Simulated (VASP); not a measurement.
## Ir: single point with LDA

Crystal: Ir.

```
CELL_PARAMETERS angstrom
-0.20959 1.90540 1.90540
1.69581 0.00000 1.69581
1.90540 1.90540 -0.20959
ATOMIC_POSITIONS crystal
Ir 0.00000 0.00000 0.00000
```

This cell differs from its parent crystal: engineering shear strain xz -0.2200, engineering shear strain yz +0.0000.

```yaml
Program: VASP 6.6.1
Task: single point
Functional: LDA
Potentials_or_basis: VASP PAW LDA potentials, release 64 (Ir)
Cutoff: 520 eV
k_mesh: 20 × 20 × 20
Occupations: gaussian, width 0.15 eV
Spin: no spin polarisation
Dipole_correction: no
Further_INCAR_settings: ALGO = Fast; EDIFF = 1e-07; NBANDS = 10
```

```
Pressure               : 29.5 GPa
Band gap on the k mesh : zero (an odd number of electrons rules out a gap without spin polarisation)
```

Stress tensor (GPa, compression positive):
```
43.72  0.00 63.02
 0.00  1.20  0.00
63.02  0.00 43.72
```

Levels at points of the mesh, in eV from the Fermi level:
```
           k point  band 1  band 2  band 3  band 4  band 5  band 6  band 7  band 8
(0.00, 0.00, 0.00)  -11.30   -5.49   -5.38   -1.87   -0.48   -0.45   13.99   17.13
(0.50, 0.00, 0.00)   -8.74   -5.46   -1.99   -1.58   -0.38    1.83    6.44   14.94
(0.00, 0.50, 0.00)   -8.20   -5.71   -2.81    0.52    0.75    1.92   10.35   13.38
(0.50, 0.50, 0.00)   -8.20   -7.65    0.23    1.28    2.33    2.39   12.06   12.23
(0.50, 0.00, 0.50)   -8.55   -7.68    1.51    1.85    1.89    1.93    8.23   11.02
```

Run time: 62 s on 1 thread of Intel(R) Xeon(R) 6975P-C (Granite Rapids) (shared host), peak memory 0.27 GiB.

Caveat: the cell differs from its parent crystal (engineering shear strain xz -0.2200, engineering shear strain yz +0.0000); the cell stands under pressure; spin-orbit coupling is left out, which moves the levels of the heavy elements.
